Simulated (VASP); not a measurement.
Write the native input for VASP 6.6.1 that does the following.

* Task: single point
* Functional: PBE
* Dispersion: D3(BJ)
* Potentials or basis: VASP PAW PBE potentials, release 64 (W_sv, Si)
* Cutoff: 520 eV
* k mesh: 6 × 6 × 1
* Occupations: gaussian, width 0.1 eV
* Spin: no spin polarisation
* Dipole correction: yes
* Further INCAR settings: ALGO = Normal; EDIFF = 1e-06; NBANDS = 53

The structure of SiW6 lies in POSCAR:

```
SiW6
1.0
    4.4682526257      0.0000000000      0.0000000000
   -2.2341263128      3.8696202844      0.0000000000
    0.0000000000      0.0000000000     21.6259061357
W Si
6 1
Direct
    0.6666666667      0.3333333333      0.1849633479
    0.3333333333      0.6666666667      0.2271386095
    0.0000000000      0.0000000000      0.2693138710
    0.6666666667      0.3333333333      0.3085097946
    0.3333333333      0.6666666667      0.3483008428
    0.0000000000      0.0000000000      0.3849968683
    0.6666666667      0.3333333333      0.5005989607
```

The input as run:

INCAR

```
SYSTEM = SiW6
PREC     = Accurate       ! precision mode
ENCUT    = 520            ! plane-wave cutoff, eV
EDIFF    = 1E-6           ! SCF threshold, eV
ISMEAR   = 0              ! smearing method
SIGMA    = 0.1            ! smearing width, eV
LREAL    = .False.        ! projectors in reciprocal space
LASPH    = .True.         ! aspherical terms in the spheres
NELM     = 60             ! most SCF steps
ALGO     = Normal         ! electronic algorithm
ISIF     = 2              ! what is computed and relaxed
LWAVE    = .False.        ! write WAVECAR
LCHARG   = .True.         ! write CHGCAR
LDIPOL   = .True.       
IDIPOL   = 3            
DIPOL    = 0.5 0.5 0.318
GGA      = PE             ! functional
IVDW     = 12             ! dispersion correction
LELF     = .True.         ! ELF
LVHAR    = .True.       
LVACPOTAV= .True.       
NBANDS   = 53             ! bands
```

KPOINTS

```
Automatic mesh
0
Gamma
  6 6 1
  0 0 0
```

Potentials or basis: VASP PAW PBE potentials, release 64 (W_sv, Si).

Command:

```bash
$ cat potpaw_PBE.64/W_sv/POTCAR potpaw_PBE.64/Si/POTCAR > POTCAR
$ mpirun -np 1 vasp_std > vasp.out
```

Results of the run:

```
Largest force              : 2.013 eV/Å
Band gap on the k mesh     : 0.05 eV (least direct gap 0.11 eV)
Dispersion energy per atom : -0.413 eV
```

Caveat: spin-orbit coupling is left out, which moves the levels of the heavy elements.

Run time: 13 min on 1 thread of Intel Xeon 8259CL, on a shared host, peak memory 0.52 GiB.
